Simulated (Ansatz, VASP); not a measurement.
# One calculation of Al, two programs

The input INCAR:

```
SYSTEM = Al
ALGO = Normal ; EDIFF = 1E-6
EDIFFG = -0.01 ; ENCUT = 600
GGA = PS ; IBRION = 2
ISIF = 3 ; ISMEAR = -1
LASPH = .TRUE. ; LCHARG = .FALSE.
LREAL = .FALSE. ; LWAVE = .FALSE.
NELM = 60 ; NSW = 80
PREC = Accurate ; SIGMA = 0.1
```

KPOINTS

```
k-points
0
G
  12 12 12
  0 0 0
```

File POSCAR:

```
Al
1.0
    2.6173666896      0.0000000000      0.0000000000
    0.0000000000      2.6173666896      0.0000000000
    0.0000000000      0.0000000000      2.6173666896
Al
1
Direct
    0.0000000000      0.0000000000      0.0000000000
```

Input for Ansatz:

```yaml
crystal:
  lattice:
    - [2.6173666896, 0.0, 0.0]
    - [0.0, 2.6173666896, 0.0]
    - [0.0, 0.0, 2.6173666896]
  atoms:
    - { symbol: Al, position: [0.0, 0.0, 0.0] }
hamiltonian:
  xc: pbesol
  pseudopotentials:
    kind: paw
    azcp:
      Al: "pseudopotentials/Al.paw.azcp"
basis:
  ecutwfc: 420
  fft_grid_basis: typed
kpoints:
  mp_grid: { grid: [12, 12, 12], shift: [0, 0, 0] }
magnetization:
  spin_polarized: false
scf:
  occupations: { method: fermi_dirac, width: 0.1 }
relax:
  max_steps: 60
  f_tol: 0.01
  cell: {}
```

Alike in both runs: task relaxation of cell and atoms; functional PBEsol; k mesh 12 × 12 × 12; occupations fermi-dirac, width 0.1 eV; no spin polarisation.

|  | VASP | Ansatz |
| --- | --- | --- |
| version | VASP 6.6.1 | Ansatz 0.2.0 |
| potentials or method | VASP PAW PBE potentials, release 64 (Al), cutoff 600 eV | plane waves (420 eV) with PAW, scalar-relativistic |
| valence electrons in the cell | 3 | 3 |

|  | VASP | Ansatz | Ansatz less VASP |
| --- | --- | --- | --- |
| relaxed volume (Å³/atom) | 19.72 | 19.70 | -0.014 |
| relaxed cell length with the largest relative difference (Å) | 2.702 | 2.701 | -0.0006 |

VASP's potentials were made for PBE, not for PBEsol, and Ansatz warns of the same on its side.
